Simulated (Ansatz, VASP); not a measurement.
**One calculation of WS2, two programs**

```
CELL_PARAMETERS angstrom
1.52659 0.88138 6.27491
-1.52659 0.88138 6.27491
0.00000 -1.76275 6.27491
ATOMIC_POSITIONS crystal
W 0.99933 0.99933 0.99933
S 0.74796 0.74796 0.74796
S 0.58401 0.58401 0.58401
```

Change from the starting cell: strain -0.030 along x and y, -0.015 along z, atoms carried along.

Alike in both runs: task single point; functional PBEsol; k mesh 12 × 12 × 12; occupations gaussian, width 0.05 eV; no spin polarisation.

|  | VASP | Ansatz |
| --- | --- | --- |
| version | VASP 6.6.1 | Ansatz 0.2.0 |
| potentials or method | VASP PAW PBE potentials, release 64 (W_sv, S), cutoff 520 eV | scalar-relativistic, plane waves, PAW |
| valence electrons in the cell | 26 | 26 |

VASP gave:

- gap on the k mesh at the Fermi level (eV): 1.18
- least direct gap on the mesh (eV): 2.25
- pressure (GPa): 14.7
- traceless stress, the component that is largest in VASP (GPa): -1.26
- rms of the force components (eV/Å): 0.632

Problem. Which values does Ansatz return?

Solution. gap on the k mesh at the Fermi level (eV): 1.16; least direct gap on the mesh (eV): 2.24; pressure (GPa): 14.6; traceless stress, the component that is largest in VASP (GPa): -1.26; rms of the force components (eV/Å): 0.621.

VASP's potentials were made for PBE, not for PBEsol. Atom by atom the forces differ by 0.012 eV/Å (rms over components). The functional is the same, so the differences come from potentials, cutoffs and numerics.

Spin-orbit coupling is off throughout.
